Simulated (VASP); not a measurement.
# TmI4 (P4/mmm) in VASP: relaxation of cell and atoms with PBE

Aim: the relaxation of cell and atoms of TmI4 with PBE.

All numbers are computed with VASP 6.6.1; they aren't measurements. Logs are shortened: lines on timing, memory, paths and dates and some standing lists are left out, and cuts for length are marked.

**1. The cell of the first run**

The structure is tetragonal, space group P4/mmm (No. 123). The conventional cell has a = 6.692 Å, b = 6.692 Å, c = 4.843 Å, α = 90.00°, β = 90.00°, γ = 90.00°. Within 3.3 Å of Tm (site symmetry 4/mmm) lie 4 I at 2.51 Å. Within 3.3 Å of I (site symmetry m2m) lie 1 Tm at 2.51 Å and 2 I at 3.14 Å.

The cell was generated, and may not be a known phase.

**2. Relaxation of cell and atoms, PBE**

INCAR reads:

```
ALGO = Normal ; EDIFF = 1E-7
EDIFFG = -0.08 ; ENCUT = 500
GGA = PE ; GGA_COMPAT = F
IBRION = 2 ; ISIF = 3
ISMEAR = 0 ; LASPH = T
LCHARG = F ; LMAXMIX = 6
LREAL = F ; LWAVE = F
NELM = 200 ; NELMIN = 4
NSW = 36 ; PREC = Accurate
SIGMA = 0.2
```

KPOINTS reads:

```
k-points
0
Gamma
  3 3 4
```

POSCAR reads:

```
TmI4
1.0
    6.6921002200      0.0000000000      0.0000000000
    0.0000000000      6.6921002200      0.0000000000
    0.0000000000      0.0000000000      4.8431189000
Tm I
1 4
Direct
    0.0000000000      0.0000000000      0.5000000000
    0.7347430500      0.7347430500      0.5000000000
    0.2652569500      0.2652569500      0.5000000000
    0.2652569500      0.7347430500      0.5000000000
    0.7347430500      0.2652569500      0.5000000000
```

Potentials or basis: VASP PAW PBE potentials, release 64 (Tm_3, I), 4f in core.

Started as:

```
> cat potpaw_PBE.64/Tm_3/POTCAR potpaw_PBE.64/I/POTCAR > POTCAR
> mpirun -np 1 vasp_std > vasp.out
```

OUTCAR:

```text
EDIFF = 1E-7
   EDIFFG = -0.08
   ENCUT = 500
   GGA = PE
   IBRION = 2
   ISIF = 3
   ISMEAR = 0
   LASPH = T
   LREAL = F
   NELM = 200
   NELMIN = 4
   NSW = 36
   PREC = Accurate

 ion  position               nearest neighbor table
   1  0.000  0.000  0.500-   2 2.51   3 2.51   4 2.51   5 2.51
   2  0.735  0.735  0.500-   1 2.51   4 3.14   5 3.14   5 3.55   4 3.55
   3  0.265  0.265  0.500-   1 2.51   4 3.14   5 3.14   4 3.55   5 3.55
   4  0.265  0.735  0.500-   1 2.51   2 3.14   3 3.14   3 3.55   2 3.55
   5  0.735  0.265  0.500-   1 2.51   2 3.14   3 3.14   3 3.55   2 3.55

  LATTYP: Found a simple tetragonal cell.
 ALAT       =     6.6921002200
 C/A-ratio  =     0.7237068694

  Lattice vectors:

 A1 = (   6.6921002200,   0.0000000000,   0.0000000000)
 A2 = (   0.0000000000,   6.6921002200,   0.0000000000)
 A3 = (   0.0000000000,   0.0000000000,   4.8431189000)

Analysis of symmetry for initial positions (statically):
=====================================================================
 Subroutine PRICEL returns:
 Original cell was already a primitive cell.

 Routine SETGRP: Setting up the symmetry group for a
 simple tetragonal supercell.

 Subroutine GETGRP returns: Found 16 space group operations
 (whereof 16 operations were pure point group operations)
 out of a pool of 16 trial point group operations.

The static configuration has the point symmetry D_4h.

Analysis of symmetry for dynamics (positions and initial velocities):
=====================================================================
 Subroutine PRICEL returns:
 Original cell was already a primitive cell.

 Routine SETGRP: Setting up the symmetry group for a
 simple tetragonal supercell.

 Subroutine GETGRP returns: Found 16 space group operations
 (whereof 16 operations were pure point group operations)
 out of a pool of 16 trial point group operations.

The dynamic configuration has the point symmetry D_4h.

 Subroutine INISYM returns: Found 16 space group operations
 (whereof 16 operations are pure point group operations),
 and found     1 'primitive' translations

----------------------------------------------------------------------------------------

                                     Primitive cell

  volume of cell :     216.8952

  direct lattice vectors                    reciprocal lattice vectors
     6.692100220  0.000000000  0.000000000     0.149429920  0.000000000  0.000000000
     0.000000000  6.692100220  0.000000000     0.000000000  0.149429920  0.000000000
     0.000000000  0.000000000  4.843118900     0.000000000  0.000000000  0.206478515

  length of vectors
     6.692100220  6.692100220  4.843118900     0.149429920  0.149429920  0.206478515

[... 91 lines left out ...]
  volume/ion in A,a.u.               =      43.38       292.74
  Fermi-wavevector in a.u.,A,eV,Ry     =   0.907943  1.715764 11.216113  0.824361
  Thomas-Fermi vector in A             =   2.031811
   LORBIT       =      0    0 simple, 1 ext, 2 COOP (PROOUT), +10 PAW based schemes
   GGA     = PE    functional components
   LHFCALC =     F    Hartree Fock is set to
   AEXX    =    0.0000 exact exchange contribution
   IVDW    =     0    specifies the selected vdW correction
   LEPSILON=     F    determine dielectric tensor
   LRPA    =     F    only Hartree local field effects (RPA)
 conjugate gradient relaxation of ions
 non-spin polarized calculation
 Gauss-broadening in eV      SIGMA  =   0.20
  energy-cutoff  :      500.00
  volume of cell :      216.90
 maximum number of plane-waves:      5562
 NGX is ok and might be reduce to    50
   NGX = 25   NGY = 25   NGZ = 17

--------------------------------------- Ionic step        1  -------------------------------------------

 number of electron      36.9999996 magnetization

 Free energy of the ion-electron system (eV)
  ---------------------------------------------------
  ext. energy  EPLUGINS =         0.00000000
  ---------------------------------------------------
  free energy    TOTEN  =        -9.58981284 eV

  energy without entropy =       -9.53899391  energy(sigma->0) =       -9.56440337

------------------------ aborting loop because EDIFF is reached ----------------------------------------

  FORCE on cell =-STRESS in cart. coord.  units (eV):
  Direction    XX          YY          ZZ          XY          YZ          ZX
  --------------------------------------------------------------------------------------
  -------------------------------------------------------------------------------------
  Total       34.1832016     34.1832016      0.2855095      0.0000000      0.0000000     -0.0000000
  in kB      252.5069378    252.5069378      2.1090221      0.0000000      0.0000000     -0.0000000
  external PRESSURE =     169.0409659 kB  Pullay stress =       0.0000000 kB
[... 98 lines left out ...]
  FREE ENERGIE OF THE ION-ELECTRON SYSTEM (eV)
  ---------------------------------------------------
  free  energy   TOTEN  =       -13.5196012329 eV

  energy  without entropy=      -13.4726806990  energy(sigma->0) =      -13.49614097

 E-fermi :   0.3117     XC(G=0):  -6.6039

 val. band max:        0.1384447935   @ k =   0.0000   0.0000   0.5000
 cond. band min:       0.4033575734   @ k =   0.3333   0.0000   0.0000
 fundamental gap:      0.2649127799
 Fermi energy:         0.3116809694

 k-point     1 :       0.0000    0.0000    0.0000
  band No.  band energies     occupation
      1     -26.1880      2.00000
      2     -25.6834      2.00000
      3     -25.6834      2.00000
      4     -11.9304      2.00000
      5     -11.3375      2.00000
      6     -11.3375      2.00000
[... 214 lines left out ...]
     21       2.7476      0.00000
     22       2.9762      0.00000

[... ionic steps 4 to 16 ...]

--------------------------------------- Ionic step       17  -------------------------------------------

 number of electron      36.9999994 magnetization

------------------------ aborting loop because EDIFF is reached ----------------------------------------
[... 73 lines left out ...]
--------------------------------------- Ionic step       19  -------------------------------------------

 number of electron      36.9999998 magnetization

 Free energy of the ion-electron system (eV)
  ---------------------------------------------------
  ext. energy  EPLUGINS =         0.00000000
  ---------------------------------------------------
  free energy    TOTEN  =       -13.99257815 eV

  energy without entropy =      -13.89421728  energy(sigma->0) =      -13.94339771

 E-fermi :  -1.6440     XC(G=0):  -5.3863

 val. band max:       -1.7664816515   @ k =   0.3333   0.0000   0.5000
 cond. band min:      -1.6070967947   @ k =   0.3333   0.0000   0.0000
 fundamental gap:      0.1593848568
 Fermi energy:        -1.6439577146

 k-point     1 :       0.0000    0.0000    0.0000
  band No.  band energies     occupation
      1     -27.6208      2.00000
      2     -27.1695      2.00000
      3     -27.1695      2.00000
      4     -13.2905      2.00000
      5     -12.8567      2.00000
      6     -12.8567      2.00000
[... 246 lines left out ...]
  FREE ENERGIE OF THE ION-ELECTRON SYSTEM (eV)
  ---------------------------------------------------
  free  energy   TOTEN  =       -13.9925781483 eV

  energy  without entropy=      -13.8942172765  energy(sigma->0) =      -13.94339771

 reached required accuracy - stopping structural energy minimisation
```

OSZICAR:

```text
N       E                     dE             d eps       ncg     rms          rms(c)
DAV:   1     0.314006942991E+03    0.31401E+03   -0.13751E+04   396   0.133E+03
DAV:   2     0.263075158712E+02   -0.28770E+03   -0.28268E+03   606   0.365E+02
DAV:   3    -0.790035263054E+01   -0.34208E+02   -0.32964E+02   516   0.933E+01
[... 253 lines left out ...]
DAV:   8    -0.139925798868E+02   -0.80686E-05   -0.76575E-05   524   0.500E-02    0.745E-02
DAV:   9    -0.139925786905E+02    0.11962E-05   -0.51941E-05   396   0.384E-02    0.239E-02
DAV:  10    -0.139925783573E+02    0.33326E-06   -0.26865E-06   648   0.118E-02    0.133E-02
DAV:  11    -0.139925782171E+02    0.14015E-06   -0.54895E-07   420   0.444E-03    0.281E-03
DAV:  12    -0.139925781483E+02    0.68845E-07   -0.38010E-07   384   0.399E-03
  19 F= -.13992578E+02 E0= -.13943398E+02  d E =-.435208E-01
```

Run time: 7.4 min. Hardware: 1 thread of AMD EPYC 9R45 (Zen 5), shared host; peak memory 0.28 GiB.

Results:

```
Free energy                           : -13.9926 eV
Relaxed cell                          : a = 7.972 Å, b = 7.972 Å, c = 6.114 Å, α = 90.00°, β = 90.00°, γ = 90.00°
Space group after relaxing (to 0.1 Å) : P4/mmm (No. 123)
Energy gained by relaxing             : 880.6 meV/atom
Ionic steps                           : 19
Pressure after relaxing               : 0.0 GPa
Largest force after relaxing          : 0.010 eV/Å
Band gap on the k mesh                : zero (an odd number of electrons rules out a gap without spin polarisation)
```

Forces on the atoms (eV/Å):
```
Tm   0.000  0.000  0.000
I    0.007  0.007  0.000
I   -0.007 -0.007  0.000
I   -0.007  0.007  0.000
I    0.007 -0.007  0.000
```

Step by step:
```csv
step,energy change (eV),largest force (eV/Å),pressure (GPa),volume (Å³)
1,0.0000,3.2693,16.90,216.90
2,-0.8529,1.4742,-3.36,384.62
3,-3.9298,1.1021,-0.17,282.75
4,-3.9500,1.0249,0.21,279.20
5,-3.9562,0.9533,0.55,276.20
6,-4.1058,0.7008,0.27,284.16
7,-4.3130,0.1641,0.03,308.93
8,-4.3282,0.0568,0.06,315.88
9,-4.3324,0.0279,0.11,321.88
10,-4.3325,0.0408,0.12,322.84
11,-4.3396,0.0094,0.05,327.19
12,-4.3540,0.0825,-0.16,340.32
13,-4.3567,0.2554,-0.49,367.03
14,-4.3592,0.2003,-0.39,358.15
15,-4.3607,0.1962,-0.38,358.82
16,-4.3649,0.1838,-0.36,360.84
17,-4.3727,0.1594,-0.31,364.87
18,-4.3857,0.1101,-0.21,372.85
19,-4.4028,0.0103,-0.03,388.56
```

Final structure:
```
Tm I
1.0
     7.97174    0.00000    0.00000
     0.00000    7.97174    0.00000
     0.00000    0.00000    6.11432
Tm I
1 4
Direct
  0.00000 0.00000 0.50000
  0.74518 0.74518 0.50000
  0.25482 0.25482 0.50000
  0.25482 0.74518 0.50000
  0.74518 0.25482 0.50000
```

Caveat: the volume moved by over 15 % at a fixed basis, so the end points are rough; spin-orbit coupling is left out, which moves the levels of the heavy elements; this functional lacks dispersion, which binds layers or chains, so the pressure and a relaxed spacing across them are unreliable; the 4f electrons are frozen in the core, so they carry no moment and show no levels; an odd number of electrons without spin polarisation forces a metal; a magnetic or distorted state may lie lower; the run has no spin polarisation, though such a crystal can be magnetic.

The gap in the log of VASP goes by the Fermi energy; the results here count the filled bands.